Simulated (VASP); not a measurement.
Set up this calculation in VASP 6.6.1, as the native input.

```yaml
Task: relaxation of cell and atoms
Functional: PBE
Potentials_or_basis: VASP PAW PBE potentials, release 64 (K_sv, Cl)
Cutoff: 500 eV
k_mesh: 6 × 6 × 6
Occupations: gaussian, width 0.02 eV
Spin: no spin polarisation
Dipole_correction: no
Further_INCAR_settings: ALGO = Normal; EDIFF = 1e-07; IBRION = 2; EDIFFG = -0.002; NSW = 100; ISIF = 3
```

The structure of KCl lies in POSCAR:

```
KCl
1.0
    0.0000000000      3.1341000000      3.1341000000
    3.1341000000      0.0000000000      3.1341000000
    3.1341000000      3.1341000000      0.0000000000
K Cl
1 1
Direct
    0.0000000000      0.0000000000      0.0000000000
    0.5000000000      0.5000000000      0.5000000000
```

These files were run (other wordings do the same):

INCAR

```
SYSTEM = KCl
PREC = Accurate
ENCUT = 500
EDIFF = 1E-7
ISMEAR = 0
SIGMA = 0.02
LREAL = .False.
LASPH = .True.
NELM = 120
ALGO = Normal
ISIF = 3
LWAVE = .False.
LCHARG = .False.
GGA = PE
IBRION = 2
NSW = 100
EDIFFG = -0.002
GGA_COMPAT = .False.
NELMIN = 4
```

KPOINTS

```
regular mesh
0
Gamma
  6 6 6
  0 0 0
```

Potentials or basis: VASP PAW PBE potentials, release 64 (K_sv, Cl).

Command:

```console
$ cat potpaw_PBE.64/K_sv/POTCAR potpaw_PBE.64/Cl/POTCAR > POTCAR
$ mpirun -np 1 vasp_std > vasp.out
```

Results of the run:

```
Relaxed volume                        : 32.49 Å³/atom
Relaxed cell                          : a = 4.513 Å, b = 4.513 Å, c = 4.513 Å, α = 60.00°, β = 60.00°, γ = 60.00°
Space group after relaxing (to 0.1 Å) : Fm-3m (No. 225)
Energy gained by relaxing             : 5.1 meV/atom
Ionic steps                           : 4
Pressure after relaxing               : 0.0 GPa
Band gap on the k mesh                : 5.04 eV
```

Run time: 26 s on 1 thread of Intel(R) Xeon(R) Platinum 8488C (Sapphire Rapids), on a shared host, peak memory 0.18 GiB.
